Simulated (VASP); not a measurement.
Input of a VASP 6.6.1 run:

Contents of INCAR:

```
SYSTEM = PbS
  PREC = Accurate
  ENCUT = 520
  EDIFF = 1E-6
  ISMEAR = 0
  SIGMA = 0.05
  LREAL = .FALSE.
  LASPH = .TRUE.
  NELM = 100
  ALGO = Normal
  ISIF = 2
  LWAVE = .FALSE.
  LCHARG = .TRUE.
  GGA = PE
  LELF = .TRUE.
  LVHAR = .TRUE.
  NBANDS = 17
```

The input KPOINTS:

```
Automatic mesh
0
G
  8 8 8
  0 0 0
```

Contents of POSCAR:

```
PbS
1.0
    2.1126617058      1.2197458045      3.4519162518
   -2.1126617058      1.2197458045      3.4519162518
    0.0000000000     -2.4394916091      3.4519162518
Pb S
1 1
Direct
    0.9805657800      0.9805657800      0.9805657800
    0.4750355500      0.4750355500      0.4750355500
```

Potentials or basis: VASP PAW PBE potentials, release 64 (Pb_d, S).

Run with:

```sh
$ cat potpaw_PBE.64/Pb_d/POTCAR potpaw_PBE.64/S/POTCAR > POTCAR
$ mpirun -np 1 vasp_std > vasp.out
```

(1) Predict the largest force.

(2) Estimate the pressure.

(3) Predict the band gap on the k mesh.

Results:

(1) 0.019 eV/Å.

(2) 0.8 GPa.

(3) 0.46 eV, direct.

Caveat: spin-orbit coupling is left out, which moves the levels of the heavy elements.
